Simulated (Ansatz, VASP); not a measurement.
**Two plane-wave programs on SnO2**

INCAR

```
SYSTEM = SnO2
PREC = Accurate
ENCUT = 520
EDIFF = 1E-6
ISMEAR = -1
SIGMA = 0.05
LREAL = .FALSE.
LASPH = .TRUE.
NELM = 80
ALGO = Normal
ISIF = 2
LWAVE = .FALSE.
LCHARG = .FALSE.
GGA = RE
NBANDS = 64
```

The input KPOINTS:

```
regular mesh
0
G
  5 5 5
  0 0 0
```

POSCAR

```
SnO2
1.0
    5.1752560000      0.0000000000      0.0000000000
    0.0000000000      5.1752560000      0.0000000000
    0.0000000000      0.0000000000      5.1752560000
Sn O
4 8
Direct
    0.0000000000      0.0000000000      0.0000000000
    0.5000000000      0.0000000000      0.5000000000
    0.5000000000      0.5000000000      0.0000000000
    0.0000000000      0.5000000000      0.5000000000
    0.6610980000      0.8389020000      0.1610980000
    0.8389020000      0.1610980000      0.6610980000
    0.1610980000      0.6610980000      0.8389020000
    0.3389020000      0.3389020000      0.3389020000
    0.6610980000      0.6610980000      0.6610980000
    0.8389020000      0.3389020000      0.1610980000
    0.1610980000      0.8389020000      0.3389020000
    0.3389020000      0.1610980000      0.8389020000
```

The input input.yaml:

```yaml
crystal:
  lattice:
    - [5.175256, 0.0, 0.0]
    - [0.0, 5.175256, 0.0]
    - [0.0, 0.0, 5.175256]
  atoms:
    - { symbol: Sn, position: [0.0, 0.0, 0.0] }
    - { symbol: Sn, position: [0.5, 0.0, 0.5] }
    - { symbol: Sn, position: [0.5, 0.5, 0.0] }
    - { symbol: Sn, position: [0.0, 0.5, 0.5] }
    - { symbol: O, position: [0.661098, 0.838902, 0.161098] }
    - { symbol: O, position: [0.838902, 0.161098, 0.661098] }
    - { symbol: O, position: [0.161098, 0.661098, 0.838902] }
    - { symbol: O, position: [0.338902, 0.338902, 0.338902] }
    - { symbol: O, position: [0.661098, 0.661098, 0.661098] }
    - { symbol: O, position: [0.838902, 0.338902, 0.161098] }
    - { symbol: O, position: [0.161098, 0.838902, 0.338902] }
    - { symbol: O, position: [0.338902, 0.161098, 0.838902] }
hamiltonian:
  xc: revpbe
  pseudopotentials: { kind: paw }
kpoints:
  mp_grid: { grid: [5, 5, 5] }
  band_path:
    path:
      - [[0.0, 0.0, 0.0], [0.0, 0.5, 0.0], [0.5, 0.5, 0.0], [0.0, 0.0, 0.0], [0.5, 0.5, 0.5], [0.0, 0.5, 0.0]]
      - [[0.5, 0.5, 0.0], [0.5, 0.5, 0.5]]
    npoints: 10
scf:
  occupations: { method: fermi_dirac, width: 0.05 }
  n_extra_bands: 30
output:
  forces: true
  stress: true
  eigenvalues: true
  fatbands: false
```

Alike in both runs: functional revPBE; k mesh 5 × 5 × 5; occupations fermi-dirac, width 0.05 eV; no spin polarisation.

```csv
,VASP,Ansatz
version,VASP 6.6.1,Ansatz 0.2.0
potentials or method,"VASP PAW PBE potentials, release 64 (Sn_d, O)",Ansatz PAW
plane-wave cutoff (eV),520,420
valence electrons in the cell,104,104
task,single point,band structure
```

|  | VASP | Ansatz | Ansatz less VASP |
| --- | --- | --- | --- |
| gap on the k mesh at the Fermi level (eV) | 0.61 | 0.62 | +0.009 |
| least direct gap on the mesh (eV) | 0.67 | 0.67 | +0.008 |
| pressure (GPa) | 3.1 | 2.5 | -0.60 |
| rms of the force components (eV/Å) | 0.006 | 0.005 | -0.0005 |

VASP's potentials were made for PBE, not for revPBE. Atom by atom the forces differ by 0.001 eV/Å (rms over components). The functional is the same, so the differences come from potentials, cutoffs and numerics.
